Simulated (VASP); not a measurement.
A run of VASP 6.6.1:

Contents of POSCAR:

```
Sb
1.0
    3.1093833475      0.0000000000      0.0000000000
    0.0000000000      3.1093833475      0.0000000000
    0.0000000000      0.0000000000      3.1096178798
Sb
1
Direct
    0.5000000000      0.5000000000      0.0000000000
```

File INCAR.step1:

```
ALGO     = Normal         # electronic algorithm
EDIFF    = 1E-7           # SCF threshold, eV
ENCUT    = 520            # plane-wave cutoff, eV
GGA      = PE             # functional
ISIF     = 2              # what is computed and relaxed
ISMEAR   = 0              # smearing method
LASPH    = T              # aspherical terms in the spheres
LCHARG   = T              # write CHGCAR
LREAL    = F              # projectors in reciprocal space
LWAVE    = F              # write WAVECAR
NBANDS   = 8              # bands
NELM     = 60             # most SCF steps
PREC     = Accurate       # precision mode
SIGMA    = 0.1            # smearing width, eV
```

Contents of KPOINTS.step1:

```
k-points
0
Gamma
  18 18 18
```

The input INCAR.step2:

```
ALGO     = Normal         # electronic algorithm
EDIFF    = 1E-7           # SCF threshold, eV
ENCUT    = 520            # plane-wave cutoff, eV
GGA      = PE             # functional
ICHARG   = 11             # starting density
ISIF     = 2              # what is computed and relaxed
ISMEAR   = -5             # smearing method
LASPH    = T              # aspherical terms in the spheres
LCHARG   = F              # write CHGCAR
LORBIT   = 11             # projections on sites
LREAL    = F              # projectors in reciprocal space
LWAVE    = F              # write WAVECAR
NEDOS    = 1001           # points of the DOS
NELM     = 60             # most SCF steps
PREC     = Accurate       # precision mode
SIGMA    = 0.1            # smearing width, eV
```

KPOINTS.step2

```
k-points
0
Gamma
  27 27 27
```

Potentials or basis: VASP PAW PBE potentials, release 64 (Sb).

Command:

```bash
$ cat potpaw_PBE.64/Sb/POTCAR > POTCAR
$ cp INCAR.step1 INCAR
$ cp KPOINTS.step1 KPOINTS
$ mpirun -np 1 vasp_std > vasp.out
$ cp INCAR.step2 INCAR
$ cp KPOINTS.step2 KPOINTS
$ mpirun -np 1 vasp_std > vasp.out
```

Hardware: 1 thread of Intel(R) Xeon(R) Platinum 8488C (Sapphire Rapids), on a shared host.

Estimate the wall time of this run.

Wall time 100 s on 1 thread of Intel(R) Xeon(R) Platinum 8488C (Sapphire Rapids) (shared host), peak memory 0.42 GiB. Counts: k points 1470.
